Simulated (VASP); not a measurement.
# Mo (Im-3m) in VASP: further runs

Runs on Mo. Level: r2SCAN+rVV10. Tasks: single point.

All numbers are computed with VASP 6.6.1; they aren't measurements. Logs are shortened: lines on timing, memory, paths and dates and some standing lists are left out, and cuts for length are marked.

**1. The cell of the first run**

Symmetry: Im-3m, No. 229, cubic system. Conventional cell: a = 3.168 Å, b = 3.168 Å, c = 3.168 Å, α = 90.00°, β = 90.00°, γ = 90.00°. Within 3.6 Å of Mo (site symmetry m-3m) lie 14 Mo at 2.74 to 3.17 Å.

**2. Single point, r2SCAN+rVV10**

Input file POSCAR:

```
Mo
1.0
   -1.5838089700      1.5838089700      1.5838089700
    1.5838089700     -1.5838089700      1.5838089700
    1.5838089700      1.5838089700     -1.5838089700
Mo
1
Direct
    0.0000000000      0.0000000000      0.0000000000
```

Input file INCAR.step1:

```
ALGO = Normal
EDIFF = 1E-4
ENCUT = 520
GGA = PE
ISMEAR = 0
LASPH = T
LCHARG = F
LREAL = F
LWAVE = T
NBANDS = 13
NELM = 80
PREC = Accurate
SIGMA = 0.1
```

Input file INCAR.step2:

```
ALGO = Normal
BPARAM = 11.95
CPARAM = 0.0093
EDIFF = 1E-7
ENCUT = 520
ISIF = 2
ISMEAR = 0
ISTART = 1
IVDW_NL = 2
LASPH = T
LCHARG = T
LELF = T
LMIXTAU = T
LREAL = F
LUSE_VDW = T
LVHAR = T
LWAVE = F
METAGGA = R2SCAN
NBANDS = 13
NELM = 80
PREC = Accurate
SIGMA = 0.1
```

Input file KPOINTS:

```
k-points
0
Gamma
  8 8 8
```

Potentials or basis: VASP PAW PBE potentials, release 64 (Mo_sv).

Command:

```console
$ cat potpaw_PBE.64/Mo_sv/POTCAR > POTCAR
$ cp INCAR.step1 INCAR
$ mpirun -np 1 vasp_std > vasp.out
$ cp INCAR.step2 INCAR
$ mpirun -np 1 vasp_std > vasp.out
```

OUTCAR:

```text
BPARAM = 11.95
   EDIFF = 1E-7
   ENCUT = 520
   ISIF = 2
   ISMEAR = 0
   ISTART = 1
   IVDW_NL = 2
   LASPH = T
   LREAL = F
   METAGGA = R2SCAN
   NELM = 80
   PREC = Accurate

 ion  position               nearest neighbor table
   1  0.000  0.000  0.000-

  LATTYP: Found a body centered cubic cell.
 ALAT       =     3.1676179400

  Lattice vectors:

 A1 = (  -1.5838089700,   1.5838089700,   1.5838089700)
 A2 = (   1.5838089700,  -1.5838089700,   1.5838089700)
 A3 = (   1.5838089700,   1.5838089700,  -1.5838089700)

Analysis of symmetry for initial positions (statically):
=====================================================================
 Subroutine PRICEL returns:
 Original cell was already a primitive cell.

 Routine SETGRP: Setting up the symmetry group for a
 body centered cubic supercell.

 Subroutine GETGRP returns: Found 48 space group operations
 (whereof 48 operations were pure point group operations)
 out of a pool of 48 trial point group operations.

The static configuration has the point symmetry O_h .

Analysis of symmetry for dynamics (positions and initial velocities):
=====================================================================
 Subroutine PRICEL returns:
 Original cell was already a primitive cell.

 Routine SETGRP: Setting up the symmetry group for a
 body centered cubic supercell.

 Subroutine GETGRP returns: Found 48 space group operations
 (whereof 48 operations were pure point group operations)
 out of a pool of 48 trial point group operations.

The dynamic configuration has the point symmetry O_h .

 Subroutine INISYM returns: Found 48 space group operations
 (whereof 48 operations are pure point group operations),
 and found     1 'primitive' translations

----------------------------------------------------------------------------------------

                                     Primitive cell

  volume of cell :      15.8916

  direct lattice vectors                    reciprocal lattice vectors
    -1.583808970  1.583808970  1.583808970     0.000000000  0.315694638  0.315694638
     1.583808970 -1.583808970  1.583808970     0.315694638  0.000000000  0.315694638
     1.583808970  1.583808970 -1.583808970     0.315694638  0.315694638  0.000000000

  length of vectors
     2.743237606  2.743237606  2.743237606     0.446459639  0.446459639  0.446459639

  position of ions in fractional coordinates (direct lattice)
     0.000000000  0.000000000  0.000000000

  ion indices of the primitive-cell ions
   primitive index   ion index
                 1           1

----------------------------------------------------------------------------------------

 KPOINTS: k-points

Automatic generation of k-mesh.
 Grid dimensions read from file:
 generate k-points for:    8    8    8

 Generating k-lattice:

  Cartesian coordinates                     Fractional coordinates (reciprocal lattice)
     0.000000000  0.039461830  0.039461830     0.125000000  0.000000000  0.000000000
     0.039461830  0.000000000  0.039461830     0.000000000  0.125000000  0.000000000
     0.039461830  0.039461830  0.000000000     0.000000000  0.000000000  0.125000000

  Length of vectors
     0.055807455  0.055807455  0.055807455

  Shift w.r.t. Gamma in fractional coordinates (k-lattice)
     0.000000000  0.000000000  0.000000000

 Subroutine IBZKPT returns following result:
 ===========================================

 Found     29 irreducible k-points:

 Following reciprocal coordinates:
            Coordinates               Weight
  0.000000  0.000000  0.000000      1.000000
  0.125000  0.000000  0.000000     12.000000
  0.250000  0.000000  0.000000     12.000000
  0.375000  0.000000  0.000000     12.000000
  0.500000  0.000000  0.000000      6.000000
  0.125000  0.125000  0.000000     24.000000
[... 16 lines left out ...]
 -0.250000  0.250000  0.250000      6.000000
 -0.375000  0.375000  0.250000     24.000000
 [... further k-points ...]
   k-points           NKPTS =     29   k-points in BZ     NKDIM =     29   number of bands    NBANDS=     13
   number of dos      NEDOS =    301   number of ions     NIONS =      1
   total plane-waves  NPLWV =   8000
   dimension x,y,z NGX =    20 NGY =   20 NGZ =   20
   dimension x,y,z NGXF=    40 NGYF=   40 NGZF=   40
   ions per type =               1
   NGX,Y,Z   is equivalent  to a cutoff of  12.12, 12.12, 12.12 a.u.
   NGXF,Y,Z  is equivalent  to a cutoff of  24.24, 24.24, 24.24 a.u.
 SYSTEM =  unknown system
   PREC   = accura    normal or accurate (medium, high low for compatibility)
   ISTART =      1    job   : 0-new  1-cont  2-samecut
   ICHARG =      0    charge: 1-file 2-atom 10-const
   ISPIN  =      1    spin polarized calculation?
   LNONCOLLINEAR =      F non collinear calculations
   LSORBIT =      F    spin-orbit coupling
   LASPH  =      T    aspherical Exc in radial PAW
   ENCUT  =  520.0 eV  38.22 Ry    6.18 a.u.   5.10  5.10  5.10*2*pi/ulx,y,z
   NELM   =     80;   NELMIN=  2; NELMDL=  0     # of ELM steps
   EDIFF  = 0.1E-06   stopping-criterion for ELM
   LREAL  =      F    real-space projection
   EDIFFG = 0.1E-05   stopping-criterion for IOM
   NSW    =      0    number of steps for IOM
   IBRION =     -1    ionic relax: 0-MD 1-quasi-New 2-CG
   NFREE  =      0    steps in history (QN), initial steepest desc. (CG)
   ISIF   =      2    stress and relaxation
   ISYM   =      2    0-nonsym 1-usesym 2-fastsym
   POTIM  = 0.5000    time-step for ionic-motion
   TEBEG  =    0.0;   TEEND  =   0.0 temperature during run
   PSTRESS=    0.0 pullay stress
   NELECT =      14.0000    total number of electrons
   NUPDOWN=      -1.0000    fix difference up-down
   EMIN   =  10.00;   EMAX   =-10.00  energy-range for DOS
   EFERMI =   0.00;   METHOD = LEGACY
   ISMEAR =     0;   SIGMA  =   0.10  broadening in eV -4-tet -1-fermi 0-gaus
   EFERMI_NEDOS =   21; number of points for ismear=-14 and -15
   IALGO  =     38    algorithm
   IMIX   =      4    mixing-type and parameters
     AMIX     =   0.40;   BMIX     =  1.00
     AMIX_MAG =   1.60;   BMIX_MAG =  1.00
  volume/ion in A,a.u.               =      15.89       107.24
  Fermi-wavevector in a.u.,A,eV,Ry     =   1.569380  2.965698 33.510508  2.462953
  Thomas-Fermi vector in A             =   2.671271
   LORBIT       =      0    0 simple, 1 ext, 2 COOP (PROOUT), +10 PAW based schemes
   METAGGA = R2SCAN    functional components
   LHFCALC =     F    Hartree Fock is set to
   AEXX    =    0.0000 exact exchange contribution
   IVDW_NL    =     2    kernel type
   BPARAM     =11.9500
   IVDW    =     0    specifies the selected vdW correction
   LEPSILON=     F    determine dielectric tensor
   LRPA    =     F    only Hartree local field effects (RPA)
 non-spin polarized calculation
 Gauss-broadening in eV      SIGMA  =   0.10
  energy-cutoff  :      520.00
  volume of cell :       15.89
 maximum number of plane-waves:       439
   NGX = 11   NGY = 11   NGZ = 11

 number of electron      14.0000005 magnetization

 Free energy of the ion-electron system (eV)
  ---------------------------------------------------
  ext. energy  EPLUGINS =         0.00000000
  ---------------------------------------------------
  free energy    TOTEN  =       -25.83432107 eV

  energy without entropy =      -25.83064354  energy(sigma->0) =      -25.83248230

 E-fermi :  12.1591     XC(G=0): -14.5581

 val. band max:       11.9577034185   @ k =   0.3750   0.1250   0.0000
 cond. band min:      12.1704874561   @ k =   0.3750   0.0000   0.0000
 fundamental gap:      0.2127840376
 Fermi energy:        12.1591449632

 k-point     1 :       0.0000    0.0000    0.0000
  band No.  band energies     occupation
      1     -50.9624      2.00000
      2     -23.4707      2.00000
      3     -23.4707      2.00000
      4     -23.4707      2.00000
      5       4.6465      2.00000
      6      10.8724      2.00000
      7      10.8724      2.00000
      8      10.8724      2.00000
      9      14.1505      0.00000
     10      14.1505      0.00000
     11      27.7297      0.00000
     12      27.7297      0.00000
     13      27.7297      0.00000

 k-point     2 :       0.1250    0.0000    0.0000
  band No.  band energies     occupation
      1     -50.9230      2.00000
      2     -23.6932      2.00000
      3     -23.5393      2.00000
      4     -23.4723      2.00000
      5       5.3292      2.00000
      6      10.4953      2.00000
      7      10.7756      2.00000
      8      11.5271      2.00000
      9      13.6936      0.00000
     10      14.1648      0.00000
     11      28.1439      0.00000
     12      28.8457      0.00000
     13      28.8984      0.00000

 k-point     3 :       0.2500    0.0000    0.0000
  band No.  band energies     occupation
      1     -50.8268      2.00000
      2     -24.2106      2.00000
      3     -23.7018      2.00000
      4     -23.4761      2.00000
      5       6.7198      2.00000
      6       9.6979      2.00000
      7      10.6365      2.00000
      8      13.3407      0.00000
      9      13.5555      0.00000
     10      14.3024      0.00000
     11      27.6665      0.00000
     12      28.9540      0.00000
     13      31.9856      0.00000
[... 305 lines left out ...]
 k-point    23 :      -0.2500    0.2500    0.2500
  band No.  band energies     occupation
      1     -50.7109      2.00000
      2     -24.2383      2.00000
      3     -23.9536      2.00000
      4     -23.9536      2.00000
      5       8.3213      2.00000
      6       9.6380      2.00000
      7      11.6069      2.00000
      8      11.6069      2.00000
      9      13.1581      0.00000
     10      15.8962      0.00000
     11      28.1663      0.00000
     12      31.0204      0.00000
     13      31.4392      0.00000

 k-point    24 :      -0.3750    0.3750    0.2500
  band No.  band energies     occupation
      1     -50.6276      2.00000
      2     -24.5327      2.00000
      3     -24.1256      2.00000
      4     -23.9964      2.00000
      5       8.2594      2.00000
      6       8.8329      2.00000
      7      11.6031      2.00000
      8      12.4806      0.00001
      9      15.2041      0.00000
     10      17.4375      0.00000
     11      26.5107      0.00000
     12      28.5894      0.00000
     13      29.7405      0.00000

 [... further k-points ...]

------------------------ aborting loop because EDIFF is reached ----------------------------------------

  FORCE on cell =-STRESS in cart. coord.  units (eV):
  Direction    XX          YY          ZZ          XY          YZ          ZX
  --------------------------------------------------------------------------------------
  -------------------------------------------------------------------------------------
  Total       -0.3601245     -0.3601245     -0.3601245      0.0000000     -0.0000000      0.0000000
  in kB      -36.3073787    -36.3073787    -36.3073787      0.0000000     -0.0000000      0.0000000
  external PRESSURE =     -36.3073787 kB  Pullay stress =       0.0000000 kB

 VOLUME and BASIS-vectors are now :
 -----------------------------------------------------------------------------
  energy-cutoff  :      520.00
  volume of cell :       15.89
      direct lattice vectors                 reciprocal lattice vectors
    -1.583808970  1.583808970  1.583808970     0.000000000  0.315694638  0.315694638
     1.583808970 -1.583808970  1.583808970     0.315694638  0.000000000  0.315694638
     1.583808970  1.583808970 -1.583808970     0.315694638  0.315694638  0.000000000

 POSITION                                       TOTAL-FORCE (eV/Angst)
 -----------------------------------------------------------------------------------
      0.00000      0.00000      0.00000         0.000000      0.000000     -0.000000
 -----------------------------------------------------------------------------------
    total drift:                                0.000000      0.000000      0.000000

  FREE ENERGIE OF THE ION-ELECTRON SYSTEM (eV)
  ---------------------------------------------------
  free  energy   TOTEN  =       -25.8343210664 eV

  energy  without entropy=      -25.8306435380  energy(sigma->0) =      -25.83248230
```

Wall time 40 s (1 thread of Intel Xeon Platinum 8259CL at 2.50GHz (Skylake/Cascade Lake), shared host); peak memory 0.18 GiB.

What came out:

```
Free energy            : -25.8343 eV
Pressure               : -3.6 GPa
Band gap on the k mesh : zero (band 7 reaches 16.31 eV, above the bottom of band 8 at 10.87 eV)
```

Levels at points of the mesh, in eV from the Fermi level:
```csv
k point,band 5,band 6,band 7,band 8,band 9,band 10
"(0.00, 0.00, 0.00)",-7.51,-1.29,-1.29,-1.29,1.99,1.99
"(0.50, 0.00, 0.00)",-5.39,-3.40,1.61,1.96,2.65,4.92
"(0.50, 0.50, 0.50)",-5.41,-5.41,4.15,4.15,4.15,9.44
```

Caveat: the PAW data sets were made with another functional, which shifts forces and pressure a little.

**3. Single point, r2SCAN+rVV10**

This run uses another cell than the first one, of 15.53 Å³/atom, 0.977 times its volume.

Input file POSCAR:

```
Mo
1.0
   -1.5717488808      1.5717488808      1.5717488808
    1.5717488808     -1.5717488808      1.5717488808
    1.5717488808      1.5717488808     -1.5717488808
Mo
1
Direct
    0.0000000000      0.0000000000      0.0000000000
```

Input file INCAR.step1:

```
PREC = Accurate
ENCUT = 520
ISMEAR = 0
SIGMA = 0.1
LREAL = False
LASPH = True
NELM = 100
NBANDS = 13
GGA = PE
ALGO = Normal
EDIFF = 1E-4
LWAVE = True
LCHARG = False
```

Input file INCAR.step2:

```
PREC = Accurate
ENCUT = 520
EDIFF = 1E-6
ISMEAR = 0
SIGMA = 0.1
LREAL = False
LASPH = True
NELM = 100
ALGO = Normal
ISIF = 2
LWAVE = False
LCHARG = False
METAGGA = R2SCAN
LMIXTAU = True
LUSE_VDW = True
IVDW_NL = 2
BPARAM = 11.95
CPARAM = 0.0093
NBANDS = 13
ISTART = 1
```

Input file KPOINTS:

```
regular mesh
0
Gamma
  18 18 18
```

Potentials or basis: VASP PAW PBE potentials, release 64 (Mo_sv).

Command:

```console
$ cat potpaw_PBE.64/Mo_sv/POTCAR > POTCAR
$ cp INCAR.step1 INCAR
$ mpirun -np 1 vasp_std > vasp.out
$ cp INCAR.step2 INCAR
$ mpirun -np 1 vasp_std > vasp.out
```

Run time: 1.7 min. Hardware: 1 thread of Intel Xeon Platinum 8259CL at 2.50GHz (Skylake/Cascade Lake), shared host; peak memory 0.21 GiB.

Results (log left out):

| Property | Result |
| --- | --- |
| Free energy | -25.8540 eV |
| Pressure | 1.4 GPa |
| Band gap on the k mesh | zero (band 7 reaches 16.83 eV, above the bottom of band 8 at 11.21 eV) |

Levels at points of the mesh, in eV from the Fermi level:
```
           k point  band 5  band 6  band 7  band 8  band 9  band 10
(0.00, 0.00, 0.00)   -7.71   -1.45   -1.45   -1.45    1.91     1.91
(0.50, 0.00, 0.00)   -5.66   -3.63    1.58    1.90    2.60     4.97
(0.50, 0.50, 0.50)   -5.72   -5.72    4.18    4.18    4.18     9.50
```

Caveat: the PAW data sets were made with another functional, which shifts forces and pressure a little.
